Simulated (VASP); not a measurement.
**LiBe: single point with PBE**

LiBe:

```
Li Be
1.0
     2.35240    0.00000    0.07934
     0.00000    3.31088    0.00000
    -0.22110    0.00000    6.33789
Li Be
2 2
Direct
  0.74933 0.25000 0.17706
  0.25067 0.75000 0.82294
  0.75016 0.25000 0.55966
  0.24984 0.75000 0.44034
```

* Program: VASP 6.6.1
* Task: single point
* Functional: PBE
* Potentials or basis: VASP PAW PBE potentials, release 64 (Li_sv, Be)
* Cutoff: 520 eV
* k mesh: 10 × 6 × 4
* Occupations: gaussian, width 0.1 eV
* Spin: no spin polarisation

The largest force is 0.007 eV/Å and the band gap on the k mesh is zero (band 5 reaches 5.61 eV, above the bottom of band 6 at 0.82 eV).

Forces in eV/Å, atoms in the order of the input:
```
Li   0.000  0.000  0.002
Li   0.000  0.000 -0.002
Be   0.000  0.000  0.007
Be   0.000  0.000 -0.007
```

Levels at points of the mesh, in eV from the Fermi level:
```csv
k point,band 3,band 4,band 5,band 6,band 7,band 8
"(0.00, 0.00, 0.00)",-7.73,-3.47,-2.43,0.45,4.82,5.82
"(0.50, 0.00, 0.00)",-2.84,-2.84,0.73,0.74,4.97,4.98
"(0.00, 0.50, 0.00)",-5.25,-5.25,-1.74,-1.74,1.90,1.90
"(0.50, 0.50, 0.00)",-1.93,-1.93,2.88,2.88,3.62,3.62
"(0.00, 0.00, 0.50)",-7.69,-4.20,-0.67,0.49,1.83,5.81
"(0.50, 0.00, 0.50)",-2.81,-2.81,0.55,0.55,5.84,5.85
"(0.00, 0.50, 0.50)",-5.23,-5.23,-1.91,-1.91,2.73,2.73
"(0.50, 0.50, 0.50)",-1.87,-1.87,2.70,2.70,2.80,2.80
```

It took 35 s on 1 thread of AMD EPYC 7R13 Processor (Zen 3), with other jobs on the host, peak memory 0.16 GiB.
